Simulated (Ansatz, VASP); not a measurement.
Ti in VASP and in Ansatz

The input INCAR:

```
PREC     = Accurate       # precision mode
ENCUT    = 520            # plane-wave cutoff, eV
EDIFF    = 1E-6           # SCF threshold, eV
ISMEAR   = 0              # smearing method
SIGMA    = 0.1            # smearing width, eV
LREAL    = F              # projectors in reciprocal space
LASPH    = T              # aspherical terms in the spheres
NELM     = 80             # most SCF steps
ALGO     = Fast           # electronic algorithm
ISIF     = 2              # what is computed and relaxed
LWAVE    = F              # write WAVECAR
LCHARG   = F              # write CHGCAR
GGA      = PS             # functional
NBANDS   = 19             # bands
```

Contents of KPOINTS:

```
regular mesh
0
Gamma
  27 27 14
```

Contents of POSCAR:

```
Ti
1.0
    2.9002683792      0.0000000000      0.0000000000
   -1.4501341896      2.5117060942      0.0000000000
    0.0000000000      0.0000000000      4.5903350168
Ti
2
Direct
    0.3333333333      0.6666666667      0.2500000000
    0.6666666667      0.3333333333      0.7500000000
```

Input for Ansatz:

```yaml
crystal:
  lattice:
    - [2.9002683792, 0.0, 0.0]
    - [-1.4501341896, 2.5117060942, 0.0]
    - [0.0, 0.0, 4.5903350168]
  atoms:
    - { symbol: Ti, position: [0.3333333333, 0.6666666667, 0.25] }
    - { symbol: Ti, position: [0.6666666667, 0.3333333333, 0.75] }
basis:
  ecutwfc: 420
kpoints:
  mp_grid: { grid: [27, 27, 14] }
hamiltonian:
  xc: pbesol
  pseudopotentials: { kind: paw, azcp: { folder: soft_1 } }
scf:
  occupations: { method: gaussian, width: 0.1 }
output:
  forces: true
  stress: true
  eigenvalues: true
```

Alike in both runs: task single point; functional PBEsol; k mesh 27 × 27 × 14; occupations gaussian, width 0.1 eV; no spin polarisation.

```csv
,VASP,Ansatz
version,VASP 6.6.1,Ansatz 0.2.0
potentials or method,"VASP PAW PBE potentials, release 64 (Ti_sv), cutoff 520 eV","scalar-relativistic, plane waves, PAW"
valence electrons in the cell,24,24
```

Ansatz gave:

- gap on the k mesh at the Fermi level (eV): none
- pressure (GPa): 0.0

Problem. Which values does VASP return?

Solution. gap on the k mesh at the Fermi level (eV): none; pressure (GPa): -0.2.

VASP's potentials were made for PBE, not for PBEsol, and Ansatz warns of the same on its side. A gap of «none» marks a metal or a gap that the smearing closes.
